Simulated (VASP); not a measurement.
Here is a VASP 6.6.1 calculation.

Contents of INCAR:

```
SYSTEM = La
ALGO = Fast
EDIFF = 1E-6
ENCUT = 520
GGA = CA
ISIF = 2
ISMEAR = -1
LASPH = .True.
LCHARG = .True.
LELF = .True.
LREAL = .False.
LVHAR = .True.
LWAVE = .False.
NBANDS = 18
NELM = 60
PREC = Accurate
SIGMA = 0.05
```

The input KPOINTS:

```
k-points
0
Gamma
  8 8 5
  0 0 0
```

The input POSCAR:

```
La
1.0
    3.6734479077      0.0000000000      0.0000000000
   -1.8367239538      3.1812992075      0.0000000000
    0.0000000000      0.0000000000      5.9460876799
La
2
Direct
    0.6666666667      0.3333333333      0.7500000000
    0.3333333333      0.6666666667      0.2500000000
```

Potentials or basis: VASP PAW LDA potentials, release 64 (La).

Command:

```sh
$ cat potpaw_LDA.64/La/POTCAR > POTCAR
$ mpirun -np 1 vasp_std > vasp.out
```

Q: What does it give for the band gap on the k mesh?

A: Zero (band 11 reaches 9.33 eV, above the bottom of band 12 at 8.04 eV).

Q: What does it give for the pressure?

A: -1.5 GPa.

Caveat: spin-orbit coupling is left out, which moves the levels of the heavy elements.
